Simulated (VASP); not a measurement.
# Ge in VASP: further runs

Runs on Ge. Level: PBE+D3(BJ). Tasks: single point.

All numbers are computed with VASP 6.6.1; they aren't measurements. Logs are shortened: lines on timing, memory, paths and dates and some standing lists are left out, and cuts for length are marked.

## Step 1: The cell of the first run

The cell holds a slab with vacuum, 2 atoms: a = 4.095 Å, b = 4.095 Å, c = 28.000 Å, α = 90.00°, β = 90.00°, γ = 120.00°.

## Step 2: Single point, PBE+D3(BJ)

File INCAR:

```
SYSTEM = Ge
ALGO = Normal
DIPOL = 0.5 0.5 0.500
EDIFF = 1E-6
ENCUT = 520
GGA = PE
IDIPOL = 3
ISIF = 2
ISMEAR = 0
IVDW = 12
LASPH = .True.
LCHARG = .True.
LDIPOL = .True.
LELF = .True.
LREAL = .False.
LVACPOTAV = .True.
LVHAR = .True.
LWAVE = .False.
NBANDS = 21
NELM = 100
PREC = Accurate
SIGMA = 0.1
```

File KPOINTS:

```
k-points
0
Gamma
  12 12 1
  0 0 0
```

File POSCAR:

```
Ge
1.0
    4.0950000000      0.0000000000      0.0000000000
   -2.0475000000      3.5463740285      0.0000000000
    0.0000000000      0.0000000000     28.0000000000
Ge
2
Direct
    0.3333333333      0.6666666667      0.5052321429
    0.6666666667      0.3333333333      0.4947678571
```

Potentials or basis: VASP PAW PBE potentials, release 64 (Ge_d).

Started as:

```sh
$ cat potpaw_PBE.64/Ge_d/POTCAR > POTCAR
$ mpirun -np 1 vasp_std > vasp.out
```

OUTCAR:

```text
SYSTEM = Ge
   EDIFF = 1E-6
   ENCUT = 520
   GGA = PE
   ISIF = 2
   ISMEAR = 0
   IVDW = 12
   LASPH = .True.
   LREAL = .False.
   NELM = 100
   PREC = Accurate
 IVDW          = 12

 ion  position               nearest neighbor table
   1  0.333  0.667  0.505-   2 2.38   2 2.38   2 2.38
   2  0.667  0.333  0.495-   1 2.38   1 2.38   1 2.38

  LATTYP: Found a hexagonal cell.
 ALAT       =     4.0950000000
 C/A-ratio  =     6.8376068376

  Lattice vectors:

 A1 = (   4.0950000000,   0.0000000000,   0.0000000000)
 A2 = (  -2.0475000000,   3.5463740285,   0.0000000000)
 A3 = (   0.0000000000,   0.0000000000,  28.0000000000)

Analysis of symmetry for initial positions (statically):
=====================================================================
 Subroutine PRICEL returns:
 Original cell was already a primitive cell.

 Routine SETGRP: Setting up the symmetry group for a
 hexagonal supercell.

 Subroutine GETGRP returns: Found 12 space group operations
 (whereof 12 operations were pure point group operations)
 out of a pool of 24 trial point group operations.

The static configuration has the point symmetry D_3d.

Analysis of symmetry for dynamics (positions and initial velocities):
=====================================================================
 Subroutine PRICEL returns:
 Original cell was already a primitive cell.

 Routine SETGRP: Setting up the symmetry group for a
 hexagonal supercell.

 Subroutine GETGRP returns: Found 12 space group operations
 (whereof 12 operations were pure point group operations)
 out of a pool of 24 trial point group operations.

The dynamic configuration has the point symmetry D_3d.

 Subroutine INISYM returns: Found 12 space group operations
 (whereof 12 operations are pure point group operations),
 and found     1 'primitive' translations

----------------------------------------------------------------------------------------

                                     Primitive cell

  volume of cell :     406.6272

  direct lattice vectors                    reciprocal lattice vectors
     4.095000000  0.000000000  0.000000000     0.244200244  0.140989077  0.000000000
    -2.047500000  3.546374028  0.000000000     0.000000000  0.281978153  0.000000000
     0.000000000  0.000000000 28.000000000     0.000000000  0.000000000  0.035714286

  length of vectors
     4.095000000  4.095000000 28.000000000     0.281978153  0.281978153  0.035714286

  position of ions in fractional coordinates (direct lattice)
     0.333333333  0.666666667  0.505232143
     0.666666667  0.333333333  0.494767857

  ion indices of the primitive-cell ions
   primitive index   ion index
                 1           1
                 2           2

----------------------------------------------------------------------------------------

 KPOINTS: k-points

Automatic generation of k-mesh.
 Grid dimensions read from file:
 generate k-points for:   12   12    1

 Generating k-lattice:

  Cartesian coordinates                     Fractional coordinates (reciprocal lattice)
     0.020350020  0.011749090  0.000000000     0.083333333  0.000000000  0.000000000
     0.000000000  0.023498179  0.000000000     0.000000000  0.083333333  0.000000000
     0.000000000  0.000000000  0.035714286     0.000000000  0.000000000  1.000000000

  Length of vectors
     0.023498179  0.023498179  0.035714286

  Shift w.r.t. Gamma in fractional coordinates (k-lattice)
     0.000000000  0.000000000  0.000000000

 Subroutine IBZKPT returns following result:
 ===========================================

 Found     19 irreducible k-points:

 Following reciprocal coordinates:
            Coordinates               Weight
  0.000000  0.000000  0.000000      1.000000
  0.083333 -0.000000  0.000000      6.000000
  0.166667  0.000000  0.000000      6.000000
  0.250000  0.000000  0.000000      6.000000
  0.333333 -0.000000  0.000000      6.000000
  0.416667 -0.000000  0.000000      6.000000
[... 11 lines left out ...]
  0.333333  0.250000  0.000000     12.000000
  0.333333  0.333333  0.000000      2.000000
   k-points           NKPTS =     19   k-points in BZ     NKDIM =     19   number of bands    NBANDS=     21
   number of dos      NEDOS =    301   number of ions     NIONS =      2
   total plane-waves  NPLWV = 189000
   dimension x,y,z NGX =    30 NGY =   30 NGZ =  210
   dimension x,y,z NGXF=    60 NGYF=   60 NGZF=  420
   ions per type =               2
   NGX,Y,Z   is equivalent  to a cutoff of  12.18, 12.18, 12.47 a.u.
   NGXF,Y,Z  is equivalent  to a cutoff of  24.36, 24.36, 24.94 a.u.
 SYSTEM =  Ge
   PREC   = accura    normal or accurate (medium, high low for compatibility)
   ISTART =      0    job   : 0-new  1-cont  2-samecut
   ICHARG =      2    charge: 1-file 2-atom 10-const
   ISPIN  =      1    spin polarized calculation?
   LNONCOLLINEAR =      F non collinear calculations
   LSORBIT =      F    spin-orbit coupling
   LASPH  =      T    aspherical Exc in radial PAW
   ENCUT  =  520.0 eV  38.22 Ry    6.18 a.u.   7.61  7.61 52.06*2*pi/ulx,y,z
   NELM   =    100;   NELMIN=  2; NELMDL= -5     # of ELM steps
   EDIFF  = 0.1E-05   stopping-criterion for ELM
   LREAL  =      F    real-space projection
   EDIFFG = 0.1E-04   stopping-criterion for IOM
   NSW    =      0    number of steps for IOM
   IBRION =     -1    ionic relax: 0-MD 1-quasi-New 2-CG
   NFREE  =      0    steps in history (QN), initial steepest desc. (CG)
   ISIF   =      2    stress and relaxation
   ISYM   =      2    0-nonsym 1-usesym 2-fastsym
   POTIM  = 0.5000    time-step for ionic-motion
   TEBEG  =    0.0;   TEEND  =   0.0 temperature during run
   PSTRESS=    0.0 pullay stress
   NELECT =      28.0000    total number of electrons
   NUPDOWN=      -1.0000    fix difference up-down
   EMIN   =  10.00;   EMAX   =-10.00  energy-range for DOS
   EFERMI =   0.00;   METHOD = LEGACY
   ISMEAR =     0;   SIGMA  =   0.10  broadening in eV -4-tet -1-fermi 0-gaus
   EFERMI_NEDOS =   21; number of points for ismear=-14 and -15
   IALGO  =     38    algorithm
   IMIX   =      4    mixing-type and parameters
     AMIX     =   0.40;   BMIX     =  1.00
     AMIX_MAG =   1.60;   BMIX_MAG =  1.00
  volume/ion in A,a.u.               =     203.31      1372.03
  Fermi-wavevector in a.u.,A,eV,Ry     =   0.671010  1.268024  6.126075  0.450254
  Thomas-Fermi vector in A             =   1.746700
   LORBIT       =      0    0 simple, 1 ext, 2 COOP (PROOUT), +10 PAW based schemes
   GGA     = PE    functional components
   LHFCALC =     F    Hartree Fock is set to
   AEXX    =    0.0000 exact exchange contribution
   IVDW    =    12    specifies the selected vdW correction
   LEPSILON=     F    determine dielectric tensor
   LRPA    =     F    only Hartree local field effects (RPA)
 non-spin polarized calculation
 Gauss-broadening in eV      SIGMA  =   0.10
  energy-cutoff  :      520.00
  volume of cell :      406.63
 maximum number of plane-waves:     11031
   NGX = 15   NGY = 15   NGZ =105

 dipolmoment           0.000000      0.000000      0.000000 electrons x Angstroem

 number of electron      27.9999968 magnetization

 dipolmoment           0.000000      0.000000     -0.000000 electrons x Angstroem

 Free energy of the ion-electron system (eV)
  ---------------------------------------------------
  ext. energy  EPLUGINS =         0.00000000
  ---------------------------------------------------
  free energy    TOTEN  =        -7.92113253 eV

  energy without entropy =       -7.91943846  energy(sigma->0) =       -7.92028549

 E-fermi :  -3.4036     XC(G=0):  -1.6045

 val. band max:       -3.8678346224   @ k =   0.3333   0.2500   0.0000
 cond. band min:      -3.3272614839   @ k =   0.3333   0.3333   0.0000
 fundamental gap:      0.5405731385
 Fermi energy:        -3.4036037235

 k-point     1 :       0.0000    0.0000    0.0000
  band No.  band energies     occupation
      1     -28.4564      2.00000
      2     -28.4417      2.00000
      3     -28.4417      2.00000
      4     -28.4048      2.00000
      5     -28.4048      2.00000
      6     -28.2494      2.00000
[... 13 lines left out ...]
     20       1.0890      0.00000
     21       1.5352      0.00000

 k-point     2 :       0.0833   -0.0000    0.0000
  band No.  band energies     occupation
      1     -28.4585      2.00000
      2     -28.4524      2.00000
      3     -28.4504      2.00000
      4     -28.4005      2.00000
      5     -28.3984      2.00000
      6     -28.2573      2.00000
[... 13 lines left out ...]
     20       1.1648      0.00000
     21       1.5407      0.00000

 k-point     3 :       0.1667    0.0000    0.0000
  band No.  band energies     occupation
      1     -28.4747      2.00000
      2     -28.4735      2.00000
      3     -28.4564      2.00000
      4     -28.3964      2.00000
      5     -28.3861      2.00000
      6     -28.2703      2.00000
[... 13 lines left out ...]
     20       1.1643      0.00000
     21       1.4607      0.00000

 k-point     4 :       0.2500    0.0000    0.0000
  band No.  band energies     occupation
      1     -28.4966      2.00000
      2     -28.4950      2.00000
      3     -28.4579      2.00000
      4     -28.3963      2.00000
      5     -28.3724      2.00000
      6     -28.2845      2.00000
[... 13 lines left out ...]
     20       1.8568      0.00000
     21       2.0737      0.00000

 k-point     5 :       0.3333   -0.0000    0.0000
  band No.  band energies     occupation
      1     -28.5153      2.00000
      2     -28.5125      2.00000
      3     -28.4585      2.00000
      4     -28.3984      2.00000
      5     -28.3581      2.00000
      6     -28.2988      2.00000
[... 13 lines left out ...]
     20       2.8280      0.00000
     21       2.8302      0.00000

 k-point     6 :       0.4167   -0.0000    0.0000
  band No.  band energies     occupation
      1     -28.5276      2.00000
      2     -28.5238      2.00000
      3     -28.4586      2.00000
      4     -28.4005      2.00000
      5     -28.3446      2.00000
      6     -28.3122      2.00000
[... 13 lines left out ...]
     20       3.4588      0.00000
     21       3.6313      0.00000

 k-point     7 :       0.5000    0.0000    0.0000
  band No.  band energies     occupation
      1     -28.5319      2.00000
      2     -28.5277      2.00000
      3     -28.4586      2.00000
      4     -28.4013      2.00000
      5     -28.3362      2.00000
      6     -28.3206      2.00000
[... 13 lines left out ...]
     20       3.7430      0.00000
     21       4.0851      0.00000
[... 171 lines left out ...]
      1     -28.5596      2.00000
      2     -28.4923      2.00000
      3     -28.4615      2.00000
      4     -28.4019      2.00000
      5     -28.3414      2.00000
      6     -28.3109      2.00000
[... 13 lines left out ...]
     20       3.2655      0.00000
     21       3.4251      0.00000

 k-point    16 :       0.4167    0.1667    0.0000
  band No.  band energies     occupation
      1     -28.5647      2.00000
      2     -28.4935      2.00000
      3     -28.4615      2.00000
      4     -28.4030      2.00000
      5     -28.3334      2.00000
      6     -28.3187      2.00000
[... 13 lines left out ...]
     20       3.7573      0.00000
     21       3.9892      0.00000

 k-point    17 :       0.2500    0.2500    0.0000
  band No.  band energies     occupation
      1     -28.5638      2.00000
      2     -28.4844      2.00000
      3     -28.4636      2.00000
      4     -28.4020      2.00000
      5     -28.3428      2.00000
      6     -28.3077      2.00000
[... 13 lines left out ...]
     20       3.1758      0.00000
     21       3.3426      0.00000

 k-point    18 :       0.3333    0.2500    0.0000
  band No.  band energies     occupation
      1     -28.5739      2.00000
      2     -28.4810      2.00000
      3     -28.4653      2.00000
      4     -28.4041      2.00000
      5     -28.3323      2.00000
      6     -28.3171      2.00000
[... 13 lines left out ...]
     20       3.7382      0.00000
     21       3.9473      0.00000

 k-point    19 :       0.3333    0.3333    0.0000
  band No.  band energies     occupation
      1     -28.5789      2.00000
      2     -28.4717      2.00000
      3     -28.4717      2.00000
      4     -28.4051      2.00000
      5     -28.3241      2.00000
      6     -28.3241      2.00000
[... 13 lines left out ...]
     20       3.5243      0.00000
     21       3.5243      0.00000

------------------------ aborting loop because EDIFF is reached ----------------------------------------

 vacuum level on the upper side and lower side of the slab       (xc-potential included)        -0.133        -0.133

 Edisp (eV)   -0.29784

 E8    (eV) :    -0.1425

  FORCE on cell =-STRESS in cart. coord.  units (eV):
  Direction    XX          YY          ZZ          XY          YZ          ZX
  --------------------------------------------------------------------------------------
  -------------------------------------------------------------------------------------
  Total      -0.39097    -0.39097     0.14784     0.00000    -0.00000    -0.00000
  in kB      -1.54048    -1.54048     0.58252     0.00000    -0.00000    -0.00000
  external pressure =       -0.83 kB  Pullay stress =        0.00 kB

 VOLUME and BASIS-vectors are now :
 -----------------------------------------------------------------------------
  energy-cutoff  :      520.00
  volume of cell :      406.63
      direct lattice vectors                 reciprocal lattice vectors
     4.095000000  0.000000000  0.000000000     0.244200244  0.140989077  0.000000000
    -2.047500000  3.546374028  0.000000000     0.000000000  0.281978153  0.000000000
     0.000000000  0.000000000 28.000000000     0.000000000  0.000000000  0.035714286

 POSITION                                       TOTAL-FORCE (eV/Angst)
 -----------------------------------------------------------------------------------
     -0.00000      2.36425     14.14650        -0.000000     -0.000000      0.554960
      2.04750      1.18212     13.85350         0.000000      0.000000     -0.554960
 -----------------------------------------------------------------------------------
    total drift:                               -0.000000      0.000000     -0.000000

  FREE ENERGIE OF THE ION-ELECTRON SYSTEM (eV)
  ---------------------------------------------------
  free  energy   TOTEN  =        -8.2189753583 eV

  energy  without entropy=       -8.2172812868  energy(sigma->0) =       -8.21812832

 vacuum level on the upper side and lower side of the slab         1.069         1.069
```

Run time: 4.7 min. Hardware: 1 thread of Intel Xeon Platinum 8259CL at 2.50GHz (Skylake/Cascade Lake), shared host; peak memory 0.54 GiB.

What came out:

* Free energy: -8.2190 eV
* Largest force: 0.555 eV/Å
* Band gap on the k mesh: zero (bands 14 and 15 overlap by 1.05 eV)
* Dispersion energy per atom: -0.149 eV
* Work function of the upper face: 4.47 eV
* Work function of the lower face: 4.47 eV

Forces on the atoms (eV/Å):
```
Ge   0.000  0.000  0.555
Ge   0.000  0.000 -0.555
```

## Step 3: Single point, PBE+D3(BJ)

File INCAR:

```
SYSTEM = Ge
PREC     = Accurate       ! precision mode
ENCUT    = 520            ! plane-wave cutoff, eV
EDIFF    = 1E-6           ! SCF threshold, eV
ISMEAR   = 0              ! smearing method
SIGMA    = 0.1            ! smearing width, eV
LREAL    = .False.        ! projectors in reciprocal space
LASPH    = .True.         ! aspherical terms in the spheres
NELM     = 60             ! most SCF steps
ALGO     = Normal         ! electronic algorithm
ISIF     = 2              ! what is computed and relaxed
LWAVE    = .False.        ! write WAVECAR
LCHARG   = .False.        ! write CHGCAR
LDIPOL   = .True.       
IDIPOL   = 3            
DIPOL    = 0.5 0.5 0.500
GGA      = PE             ! functional
IVDW     = 12             ! dispersion correction
NBANDS   = 21             ! bands
```

File KPOINTS:

```
regular mesh
0
Gamma
  12 12 1
  0 0 0
```

File POSCAR:

```
Ge
1.0
    4.0950000000      0.0000000000      0.0000000000
   -2.0475000000      3.5463740285      0.0000000000
    0.0000000000      0.0000000000     28.0000000000
Ge
2
Direct
    0.3333333333      0.6666666667      0.5104821429
    0.6666666667      0.3333333333      0.4895178571
```

Potentials or basis: VASP PAW PBE potentials, release 64 (Ge_d).

Started as:

```sh
$ cat potpaw_PBE.64/Ge_d/POTCAR > POTCAR
$ mpirun -np 1 vasp_std > vasp.out
```

It took 4.6 min on 1 thread of Intel Xeon Platinum 8259CL at 2.50GHz (Skylake/Cascade Lake), shared host; peak memory 0.53 GiB.

It converged, with:

- Free energy: -8.3579 eV
- Largest force: 0.214 eV/Å
- Band gap on the k mesh: zero (bands 14 and 15 overlap by 0.12 eV)
- Dispersion energy per atom: -0.149 eV

Forces in eV/Å, atoms in the order of the input:
```
Ge   0.000  0.000  0.214
Ge   0.000  0.000 -0.214
```

Levels at points of the mesh, in eV from the Fermi level:
```tsv
k point	band 10	band 11	band 12	band 13	band 14	band 15	band 16	band 17	band 18	band 19
(0.00, 0.00, 0.00)	-24.41	-11.30	-3.37	-0.77	-0.77	-0.08	2.53	3.64	3.64	4.26
(0.50, 0.00, 0.00)	-24.34	-9.35	-7.53	-2.22	-1.08	0.76	1.32	5.56	6.31	6.92
```
